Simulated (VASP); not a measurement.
Set up this calculation in VASP 6.6.1, as the native input.

```
Task                   : single point
Functional             : LDA
Potentials or basis    : VASP PAW LDA potentials, release 64 (Pt)
Cutoff                 : 520 eV
k mesh                 : 12 × 12 × 6
Occupations            : fermi-dirac, width 0.1 eV
Spin                   : no spin polarisation
Dipole correction      : no
Further INCAR settings : ALGO = Normal; EDIFF = 1e-07; NBANDS = 17
```

The structure of Pt lies in POSCAR:

```
Pt
1.0
    2.7233551290      0.0000000000      0.0000000000
   -1.3616775645      2.3584948363      0.0000000000
    0.0000000000      0.0000000000      4.7273674930
Pt
2
Direct
    0.6666666667      0.3333333333      0.7500000000
    0.3333333333      0.6666666667      0.2500000000
```

The input as run:

INCAR

```
PREC = Accurate ; ENCUT = 520
EDIFF = 1E-7 ; ISMEAR = -1
SIGMA = 0.1 ; LREAL = F
LASPH = T ; NELM = 60
ALGO = Normal ; ISIF = 2
LWAVE = F ; LCHARG = T
LELF = T ; LVHAR = T
NBANDS = 17
```

KPOINTS

```
Automatic mesh
0
Gamma
  12 12 6
```

Potentials or basis: VASP PAW LDA potentials, release 64 (Pt).

Launch:

```console
$ cat potpaw_LDA.64/Pt/POTCAR > POTCAR
$ mpirun -np 1 vasp_std > vasp.out
```

Results of the run:

```
Pressure               : -4.9 GPa
Band gap on the k mesh : zero (band 10 reaches 11.53 eV, above the bottom of band 11 at 10.14 eV)
```

Caveat: spin-orbit coupling is left out, which moves the levels of the heavy elements.

Wall time 14 s on 1 thread of Intel(R) Xeon(R) 6975P-C (Granite Rapids), with other jobs on the host, peak memory 0.15 GiB.
